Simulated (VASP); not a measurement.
Wanted: the native input for a VASP 6.6.1 run.

```yaml
Task: relaxation of shape and atoms at fixed volume
Functional: LDA
Potentials_or_basis: VASP PAW LDA potentials, release 64 (Zr_sv, Ti_sv, B)
Cutoff: 600 eV
k_mesh: 10 × 10 × 4
Occupations: fermi-dirac, width 0.1 eV
Spin: no spin polarisation
Dipole_correction: no
Further_INCAR_settings: ALGO = Normal; EDIFF = 1e-06; IBRION = 2; EDIFFG = -0.01; NSW = 50; ISIF = 4
```

The structure of ZrTiB4 lies in POSCAR:

```
ZrTiB4
1.0
    3.0971200000      0.0000000000      0.0000000000
   -1.5485600000      2.6821900000      0.0000000000
    0.0000000000      0.0000000000      6.7945000000
Zr Ti B
1 1 4
Direct
    0.0000000000      0.0000000000      0.5000000000
    0.0000000000      0.0000000000      0.0000000000
    0.3333333333      0.6666666667      0.7664300000
    0.3333333333      0.6666666667      0.2335700000
    0.6666666667      0.3333333333      0.7664300000
    0.6666666667      0.3333333333      0.2335700000
```

These files were run (other wordings do the same):

INCAR

```
SYSTEM = ZrTiB4
PREC = Accurate
ENCUT = 600
EDIFF = 1E-6
ISMEAR = -1
SIGMA = 0.1
LREAL = .FALSE.
LASPH = .TRUE.
NELM = 80
ALGO = Normal
ISIF = 4
LWAVE = .FALSE.
LCHARG = .FALSE.
IBRION = 2
NSW = 50
EDIFFG = -0.01
```

KPOINTS

```
Automatic mesh
0
G
  10 10 4
  0 0 0
```

Potentials or basis: VASP PAW LDA potentials, release 64 (Zr_sv, Ti_sv, B).

Launch:

```console
$ cat potpaw_LDA.64/Zr_sv/POTCAR potpaw_LDA.64/Ti_sv/POTCAR potpaw_LDA.64/B/POTCAR > POTCAR
$ mpirun -np 1 vasp_std > vasp.out
```

Results of the run:

```json
{
  "Energy gained by relaxing": "0.1 meV/atom",
  "Ionic steps": "2",
  "Pressure after relaxing": "-9.7 GPa",
  "Band gap on the k mesh": "zero (bands 18 and 19 overlap by 0.51 eV)"
}
```

Run time: 58 s on 1 thread of Intel(R) Xeon(R) Platinum 8488C (Sapphire Rapids) (shared host), peak memory 0.21 GiB.
